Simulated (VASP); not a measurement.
# W (Pm-3m) in VASP: further runs

The runs below take W through relaxation of cell and atoms, with PBE.

Program: VASP 6.6.1. These are calculated values, not measurements. Logs are shortened: lines on timing, memory, paths and dates and some standing lists are left out, and cuts for length are marked.

### 1 The cell of the first run

The structure is cubic, space group Pm-3m (No. 221). The conventional cell has a = 2.590 Å, b = 2.590 Å, c = 2.590 Å, α = 90.00°, β = 90.00°, γ = 90.00°. W (site symmetry m-3m) has 6 W at 2.59 Å within 3.4 Å.

### 2 Relaxation of cell and atoms, PBE, target pressure 15 GPa, at which the enthalpy is minimised

INCAR

```
PREC = Accurate
ENCUT = 600
EDIFF = 1E-6
ISMEAR = -1
SIGMA = 0.1
LREAL = F
LASPH = T
NELM = 100
ALGO = Normal
ISIF = 3
LWAVE = F
LCHARG = F
GGA = PE
IBRION = 2
NSW = 50
EDIFFG = -0.01
PSTRESS = 150.0
```

KPOINTS

```
regular mesh
0
Gamma
  9 9 9
```

POSCAR

```
W
1.0
    2.5900000000      0.0000000000      0.0000000000
    0.0000000000      2.5900000000      0.0000000000
    0.0000000000      0.0000000000      2.5900000000
W
1
Direct
    0.0000000000      0.0000000000      0.0000000000
```

Potentials or basis: VASP PAW PBE potentials, release 64 (W_sv).

Started as:

```bash
$ cat potpaw_PBE.64/W_sv/POTCAR > POTCAR
$ mpirun -np 1 vasp_std > vasp.out
```

OUTCAR:

```text
PREC = Accurate
   ENCUT = 600
   EDIFF = 1E-6
   ISMEAR = -1
   LREAL = F
   LASPH = T
   NELM = 100
   ISIF = 3
   GGA = PE
   IBRION = 2
   NSW = 50
   EDIFFG = -0.01
   PSTRESS = 150.0

 ion  position               nearest neighbor table
   1  0.000  0.000  0.000-

  LATTYP: Found a simple cubic cell.
 ALAT       =     2.5900000000

  Lattice vectors:

 A1 = (   2.5900000000,   0.0000000000,   0.0000000000)
 A2 = (   0.0000000000,   2.5900000000,   0.0000000000)
 A3 = (   0.0000000000,   0.0000000000,   2.5900000000)

Analysis of symmetry for initial positions (statically):
=====================================================================
 Subroutine PRICEL returns:
 Original cell was already a primitive cell.

 Routine SETGRP: Setting up the symmetry group for a
 simple cubic supercell.

 Subroutine GETGRP returns: Found 48 space group operations
 (whereof 48 operations were pure point group operations)
 out of a pool of 48 trial point group operations.

The static configuration has the point symmetry O_h .

Analysis of symmetry for dynamics (positions and initial velocities):
=====================================================================
 Subroutine PRICEL returns:
 Original cell was already a primitive cell.

 Routine SETGRP: Setting up the symmetry group for a
 simple cubic supercell.

 Subroutine GETGRP returns: Found 48 space group operations
 (whereof 48 operations were pure point group operations)
 out of a pool of 48 trial point group operations.

The dynamic configuration has the point symmetry O_h .

 Subroutine INISYM returns: Found 48 space group operations
 (whereof 48 operations are pure point group operations),
 and found     1 'primitive' translations

----------------------------------------------------------------------------------------

                                     Primitive cell

  volume of cell :      17.3740

  direct lattice vectors                    reciprocal lattice vectors
     2.590000000  0.000000000  0.000000000     0.386100386  0.000000000  0.000000000
     0.000000000  2.590000000  0.000000000     0.000000000  0.386100386  0.000000000
     0.000000000  0.000000000  2.590000000     0.000000000  0.000000000  0.386100386

  length of vectors
     2.590000000  2.590000000  2.590000000     0.386100386  0.386100386  0.386100386

  position of ions in fractional coordinates (direct lattice)
     0.000000000  0.000000000  0.000000000

  ion indices of the primitive-cell ions
   primitive index   ion index
                 1           1

----------------------------------------------------------------------------------------

 KPOINTS: regular mesh

Automatic generation of k-mesh.
 Grid dimensions read from file:
 generate k-points for:    9    9    9

 Generating k-lattice:

  Cartesian coordinates                     Fractional coordinates (reciprocal lattice)
     0.042900043  0.000000000  0.000000000     0.111111111  0.000000000  0.000000000
     0.000000000  0.042900043  0.000000000     0.000000000  0.111111111  0.000000000
     0.000000000  0.000000000  0.042900043     0.000000000  0.000000000  0.111111111

  Length of vectors
     0.042900043  0.042900043  0.042900043

  Shift w.r.t. Gamma in fractional coordinates (k-lattice)
     0.000000000  0.000000000  0.000000000

 Subroutine IBZKPT returns following result:
 ===========================================

 Found     35 irreducible k-points:

 Following reciprocal coordinates:
            Coordinates               Weight
  0.000000  0.000000  0.000000      1.000000
  0.111111  0.000000  0.000000      6.000000
  0.222222  0.000000  0.000000      6.000000
  0.333333  0.000000  0.000000      6.000000
  0.444444  0.000000  0.000000      6.000000
  0.111111  0.111111  0.000000     12.000000
[... 16 lines left out ...]
  0.333333  0.333333  0.111111     24.000000
  0.444444  0.333333  0.111111     48.000000
 [... further k-points ...]
   k-points           NKPTS =     35   k-points in BZ     NKDIM =     35   number of bands    NBANDS=     11
   number of dos      NEDOS =    301   number of ions     NIONS =      1
   total plane-waves  NPLWV =  13824
   dimension x,y,z NGX =    24 NGY =   24 NGZ =   24
   dimension x,y,z NGXF=    48 NGYF=   48 NGZF=   48
   ions per type =               1
   NGX,Y,Z   is equivalent  to a cutoff of  15.41, 15.41, 15.41 a.u.
   NGXF,Y,Z  is equivalent  to a cutoff of  30.81, 30.81, 30.81 a.u.
 SYSTEM =  unknown system
   PREC   = accura    normal or accurate (medium, high low for compatibility)
   ISTART =      0    job   : 0-new  1-cont  2-samecut
   ICHARG =      2    charge: 1-file 2-atom 10-const
   ISPIN  =      1    spin polarized calculation?
   LNONCOLLINEAR =      F non collinear calculations
   LSORBIT =      F    spin-orbit coupling
   LASPH  =      T    aspherical Exc in radial PAW
   ENCUT  =  600.0 eV  44.10 Ry    6.64 a.u.   5.17  5.17  5.17*2*pi/ulx,y,z
   NELM   =    100;   NELMIN=  2; NELMDL= -5     # of ELM steps
   EDIFF  = 0.1E-05   stopping-criterion for ELM
   LREAL  =      F    real-space projection
   EDIFFG = -.1E-01   stopping-criterion for IOM
   NSW    =     50    number of steps for IOM
   IBRION =      2    ionic relax: 0-MD 1-quasi-New 2-CG
   NFREE  =      1    steps in history (QN), initial steepest desc. (CG)
   ISIF   =      3    stress and relaxation
   ISYM   =      2    0-nonsym 1-usesym 2-fastsym
   POTIM  = 0.5000    time-step for ionic-motion
   TEBEG  =    0.0;   TEEND  =   0.0 temperature during run
   PSTRESS=  150.0 pullay stress
   NELECT =      14.0000    total number of electrons
   NUPDOWN=      -1.0000    fix difference up-down
   EMIN   =  10.00;   EMAX   =-10.00  energy-range for DOS
   EFERMI =   0.00;   METHOD = LEGACY
   ISMEAR =    -1;   SIGMA  =   0.10  broadening in eV -4-tet -1-fermi 0-gaus
   EFERMI_NEDOS =   21; number of points for ismear=-14 and -15
   IALGO  =     38    algorithm
   IMIX   =      4    mixing-type and parameters
     AMIX     =   0.40;   BMIX     =  1.00
     AMIX_MAG =   1.60;   BMIX_MAG =  1.00
  volume/ion in A,a.u.               =      17.37       117.25
  Fermi-wavevector in a.u.,A,eV,Ry     =   1.523413  2.878834 31.576239  2.320788
  Thomas-Fermi vector in A             =   2.631860
   LORBIT       =      0    0 simple, 1 ext, 2 COOP (PROOUT), +10 PAW based schemes
   GGA     = PE    functional components
   LHFCALC =     F    Hartree Fock is set to
   AEXX    =    0.0000 exact exchange contribution
   IVDW    =     0    specifies the selected vdW correction
   LEPSILON=     F    determine dielectric tensor
   LRPA    =     F    only Hartree local field effects (RPA)
 conjugate gradient relaxation of ions
 non-spin polarized calculation
  energy-cutoff  :      600.00
  volume of cell :       17.37
 maximum number of plane-waves:       588
 NGX is ok and might be reduce to    24
   NGX = 11   NGY = 11   NGZ = 11

--------------------------------------- Ionic step        1  -------------------------------------------

 number of electron      13.9999999 magnetization

 Free energy of the ion-electron system (eV)
  ---------------------------------------------------
  ext. energy  EPLUGINS =         0.00000000
  ---------------------------------------------------
  free energy    TOTEN  =       -11.46664799 eV

  energy without entropy =      -11.42550375  energy(sigma->0) =      -11.44607587

------------------------ aborting loop because EDIFF is reached ----------------------------------------

  FORCE on cell =-STRESS in cart. coord.  units (eV):
  Direction    XX          YY          ZZ          XY          YZ          ZX
  --------------------------------------------------------------------------------------
  -------------------------------------------------------------------------------------
  Total        1.5723023      1.5723023      1.5723023      0.0000000     -0.0000000      0.0000000
  in kB      144.9930996    144.9930996    144.9930996      0.0000000     -0.0000000      0.0000000
  external PRESSURE =      -5.0069004 kB  Pullay stress =     150.0000000 kB
[... 59 lines left out ...]
  enthalpy is  TOTEN    =        -9.8395755650 eV   P V=        1.6138487145

--------------------------------------- Ionic step        3  -------------------------------------------

 number of electron      13.9999999 magnetization

 Free energy of the ion-electron system (eV)
  ---------------------------------------------------
  ext. energy  EPLUGINS =         0.00000000
  ---------------------------------------------------
  free energy    TOTEN  =       -11.46368854 eV

  energy without entropy =      -11.42269492  energy(sigma->0) =      -11.44319173

 E-fermi :  10.1858     XC(G=0): -12.9857

 val. band max:       10.0173974839   @ k =   0.3333   0.2222   0.2222
 cond. band min:      10.2126844466   @ k =   0.4444   0.3333   0.1111
 fundamental gap:      0.1952869627
 Fermi energy:        10.1858385350

 k-point     1 :       0.0000    0.0000    0.0000
  band No.  band energies     occupation
      1     -63.9551      2.00000
      2     -27.4872      2.00000
      3     -27.4872      2.00000
      4     -27.4872      2.00000
      5       1.2347      2.00000
      6       5.4722      2.00000
      7       5.4722      2.00000
      8      15.1632      0.00000
      9      15.1632      0.00000
     10      15.1632      0.00000
     11      25.2140      0.00000
[... 309 lines left out ...]
 k-point    24 :       0.4444    0.3333    0.1111
  band No.  band energies     occupation
      1     -63.7373      2.00000
      2     -28.7674      2.00000
      3     -28.4271      2.00000
      4     -27.4301      2.00000
      5       5.1683      2.00000
      6       7.3622      2.00000
      7      10.2127      0.86657
      8      10.7483      0.00719
      9      12.9560      0.00000
     10      15.4009      0.00000
     11      20.1378      0.00000

 [... further k-points ...]
[... 5 lines left out ...]
  --------------------------------------------------------------------------------------
  -------------------------------------------------------------------------------------
  Total        1.6247162      1.6247162      1.6247162     -0.0000000     -0.0000000     -0.0000000
  in kB      150.1043472    150.1043472    150.1043472     -0.0000000     -0.0000000     -0.0000000
  external PRESSURE =       0.1043472 kB  Pullay stress =     150.0000000 kB
[... 16 lines left out ...]
  FREE ENERGIE OF THE ION-ELECTRON SYSTEM (eV)
  ---------------------------------------------------
  free  energy   TOTEN  =       -11.4636885400 eV

  energy  without entropy=      -11.4226949244  energy(sigma->0) =      -11.44319173

  enthalpy is  TOTEN    =        -9.8401018249 eV   P V=        1.6235867151

 reached required accuracy - stopping structural energy minimisation
```

It took 21 s on 1 thread of AMD EPYC 7R43 (Zen 3), shared host; peak memory 0.1 GiB.

Results:

```
Free energy                                            : -11.4637 eV
Relaxed volume                                         : 17.34 Å³/atom
Relaxed cell                                           : a = 2.588 Å, b = 2.588 Å, c = 2.588 Å, α = 90.00°, β = 90.00°, γ = 90.00°
Space group after relaxing (to 0.05 Å)                 : Pm-3m (No. 221)
Energy change on relaxing (the enthalpy is what falls) : +3.0 meV/atom
Ionic steps                                            : 3
Pressure after relaxing                                : 15.0 GPa
Band gap on the k mesh                                 : zero (band 7 reaches 11.93 eV, above the bottom of band 8 at 9.60 eV)
```

The path:
| step | energy change (eV) | largest force (eV/Å) | pressure (GPa) | volume (Å³) |
| --- | --- | --- | --- | --- |
| 1 | 0.0000 | 0.0000 | 14.50 | 17.37 |
| 2 | 0.0132 | 0.0000 | 16.64 | 17.24 |
| 3 | 0.0030 | 0.0000 | 15.01 | 17.34 |

Final structure:
```yaml
crystal:
  lattice:
    - [2.58840, 0.00000, 0.00000]
    - [0.00000, 2.58840, 0.00000]
    - [0.00000, 0.00000, 2.58840]
  atoms:
    - { symbol: W, position: [0.00000, 0.00000, 0.00000] }
```

Caveat: the cell is relaxed towards a set pressure, so the enthalpy falls and the energy may rise; spin-orbit coupling is left out, which moves the levels of the heavy elements.

### 3 Relaxation of cell and atoms, PBE, target pressure 30 GPa, at which the enthalpy is minimised

INCAR

```
SYSTEM = W
  PREC = Accurate
  ENCUT = 600
  EDIFF = 1E-6
  ISMEAR = -1
  SIGMA = 0.1
  LREAL = .FALSE.
  LASPH = .TRUE.
  NELM = 100
  ALGO = Normal
  ISIF = 3
  LWAVE = .FALSE.
  LCHARG = .FALSE.
  GGA = PE
  IBRION = 2
  NSW = 50
  EDIFFG = -0.01
  PSTRESS = 300.0
```

KPOINTS

```
Automatic mesh
0
G
  9 9 9
  0 0 0
```

POSCAR is that of step 2.

Potentials or basis: VASP PAW PBE potentials, release 64 (W_sv).

Started as:

```bash
$ cat potpaw_PBE.64/W_sv/POTCAR > POTCAR
$ mpirun -np 1 vasp_std > vasp.out
```

Wall time 41 s (1 thread of AMD EPYC 7R43 (Zen 3), shared host); peak memory 0.12 GiB.

Results (log left out):

| Quantity | Value |
| --- | --- |
| Free energy | -11.3456 eV |
| Relaxed volume | 16.49 Å³/atom |
| Relaxed cell | a = 2.545 Å, b = 2.545 Å, c = 2.545 Å, α = 90.00°, β = 90.00°, γ = 90.00° |
| Space group after relaxing (to 0.05 Å) | Pm-3m (No. 221) |
| Energy change on relaxing (the enthalpy is what falls) | +121.1 meV/atom |
| Ionic steps | 5 |
| Pressure after relaxing | 30.0 GPa |
| Band gap on the k mesh | zero (band 7 reaches 12.72 eV, above the bottom of band 8 at 10.29 eV) |

The path:
| step | energy change (eV) | largest force (eV/Å) | pressure (GPa) | volume (Å³) |
| --- | --- | --- | --- | --- |
| 1 | 0.0000 | 0.0000 | 14.50 | 17.37 |
| 2 | 1.4733 | 0.0000 | 129.69 | 13.48 |
| 3 | 0.1072 | 0.0000 | 28.52 | 16.57 |
| 4 | 0.1179 | 0.0000 | 29.69 | 16.51 |
| 5 | 0.1211 | 0.0000 | 30.03 | 16.49 |

Final structure:
```
CELL_PARAMETERS angstrom
2.54528 0.00000 0.00000
0.00000 2.54528 0.00000
0.00000 0.00000 2.54528
ATOMIC_POSITIONS crystal
W 0.00000 0.00000 0.00000
```

Levels at points of the mesh, in eV from the Fermi level:
```
           k point  band 5  band 6  band 7  band 8  band 9  band 10
(0.00, 0.00, 0.00)   -9.21   -5.01   -5.01    5.33    5.33     5.33
```

Caveat: the cell is relaxed towards a set pressure, so the enthalpy falls and the energy may rise; spin-orbit coupling is left out, which moves the levels of the heavy elements.

(Part 1 of 2 ends here.)
